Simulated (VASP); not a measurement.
Write the native input for VASP 6.6.1 that does the following.

- Task: relaxation of cell and atoms
- Functional: PBE
- Potentials or basis: VASP PAW PBE potentials, release 64 (C)
- Cutoff: 600 eV
- k mesh: 23 × 23 × 23
- Occupations: fermi-dirac, width 0.08 eV
- Spin: no spin polarisation
- Target pressure: 190 GPa
- Dipole correction: no
- Further INCAR settings: ALGO = Normal; EDIFF = 1e-07; IBRION = 2; EDIFFG = -0.005; NSW = 32; ISIF = 3

The structure of C lies in POSCAR:

```
C
1.0
    1.5988347361      0.0000000000      0.0000000000
    0.0000000000      1.5988347361      0.0000000000
    0.0000000000      0.0000000000      1.5988347361
C
1
Direct
    0.0000000000      0.0000000000      0.0000000000
```

These files were run (other wordings do the same):

INCAR

```
PREC = Accurate
ENCUT = 600
EDIFF = 1E-7
ISMEAR = -1
SIGMA = 0.08
LREAL = False
LASPH = True
NELM = 60
ALGO = Normal
ISIF = 3
LWAVE = False
LCHARG = False
GGA = PE
IBRION = 2
NSW = 32
EDIFFG = -0.005
PSTRESS = 1900.0
```

KPOINTS

```
Automatic mesh
0
Gamma
  23 23 23
```

Potentials or basis: VASP PAW PBE potentials, release 64 (C).

Run with:

```console
$ cat potpaw_PBE.64/C/POTCAR > POTCAR
$ mpirun -np 1 vasp_std > vasp.out
```

It gave:

| Item | Value |
| --- | --- |
| Relaxed volume | 4.09 Å³/atom |
| Relaxed cell | a = 1.599 Å, b = 1.599 Å, c = 1.599 Å, α = 90.00°, β = 90.00°, γ = 90.00° |
| Space group after relaxing (to 0.05 Å) | Pm-3m (No. 221) |
| Energy change on relaxing (the enthalpy is what falls) | -2.1 meV/atom |
| Ionic steps | 3 |
| Pressure after relaxing | 190.0 GPa |
| Band gap on the k mesh | zero (band 2 reaches 28.47 eV, above the bottom of band 3 at 14.91 eV) |

Caveat: the cell is relaxed towards a set pressure, so the enthalpy falls and the energy may rise.

It took 4.3 s on 1 thread of Intel(R) Xeon(R) 6975P-C (Granite Rapids) (shared host), peak memory 0.11 GiB.
